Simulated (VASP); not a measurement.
Here is a VASP 6.6.1 calculation.

The input INCAR:

```
SYSTEM = BaZrO3
PREC = Accurate ; ENCUT = 520
EDIFF = 1E-6 ; ISMEAR = 0
SIGMA = 0.05 ; LREAL = .False.
LASPH = .True. ; NELM = 100
ALGO = Normal ; ISIF = 2
LWAVE = .False. ; LCHARG = .False.
NBANDS = 28
```

KPOINTS

```
Automatic mesh
0
Gamma
  6 6 6
  0 0 0
```

POSCAR

```
BaZrO3
1.0
    4.1474542849      0.0000000000      0.0000000000
    0.0000000000      4.2615092777      0.0000000000
    0.0000000000      0.0000000000      4.1474542849
Ba Zr O
1 1 3
Direct
    0.5000000000      0.5000000000      0.5000000000
    0.0000000000      0.0000000000      0.0000000000
    0.5000000000      0.0000000000      0.0000000000
    0.0000000000      0.5000000000      0.0000000000
    0.0000000000      0.0000000000      0.5000000000
```

Potentials or basis: VASP PAW LDA potentials, release 64 (Ba_sv, Zr_sv, O).

Run with:

```sh
$ cat potpaw_LDA.64/Ba_sv/POTCAR potpaw_LDA.64/Zr_sv/POTCAR potpaw_LDA.64/O/POTCAR > POTCAR
$ mpirun -np 1 vasp_std > vasp.out
```

Task: Estimate the pressure.

Result: -2.9 GPa.

Task: Predict the band gap on the k mesh.

Result: 3.01 eV, indirect (least direct gap 3.23 eV).

Stress tensor (GPa, compression positive):
```
-0.84  0.00  0.00
 0.00 -7.10  0.00
 0.00  0.00 -0.84
```

Caveat: the cell differs from its parent crystal (normal strain along x +0.0000, normal strain along y +0.0275); spin-orbit coupling is left out, which moves the levels of the heavy elements. A k mesh can miss the band edges.
